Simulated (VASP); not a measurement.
Runs of VASP 6.6.1 on Pt. The structure is that of space group C2/m (No. 12), or close to it. The cells are those of the table. 

```csv
cell,further INCAR settings,gap on the mesh (eV),pressure (GPa)
"a = 2.714, b = 2.714, c = 3.111 Å, angles 115.2, 115.2, 108.8°, 1 atom",ALGO = Fast; EDIFF = 1e-06; NBANDS = 11,none,(a)
"a = 2.778, b = 2.643, c = 3.043 Å, angles 113.4, 115.1, 109.0°, 1 atom",ALGO = Fast; EDIFF = 1e-06; NBANDS = 11,none,29.0
"a = 2.708, b = 2.708, c = 2.975 Å, angles 113.4, 113.4, 109.2°, 1 atom",ALGO = Fast; EDIFF = 1e-07; NBANDS = 11,none,17.7
"a = 2.723, b = 2.723, c = 3.249 Å, angles 116.9, 116.9, 108.3°, 1 atom",ALGO = Fast; EDIFF = 1e-06; NBANDS = 11,none,76.5
```

Alike in all rows: task single point; level PBEsol; potentials or basis VASP PAW PBE potentials, release 64 (Pt); no spin polarisation; k mesh 20 × 20 × 20; cutoff (eV) 520; smearing gaussian 0.15 eV.

Problem. Fill in the values left out.

Solution. (a) 41.1.

Caveats: the cell stands under pressure; the PAW data sets were made with another functional, which shifts forces and pressure a little; spin-orbit coupling is left out, which moves the levels of the heavy elements.

A k mesh can miss the band edges, and the runs leave out spin-orbit coupling on Pt.

A gap of «none» marks levels without a gap at the run's occupations.
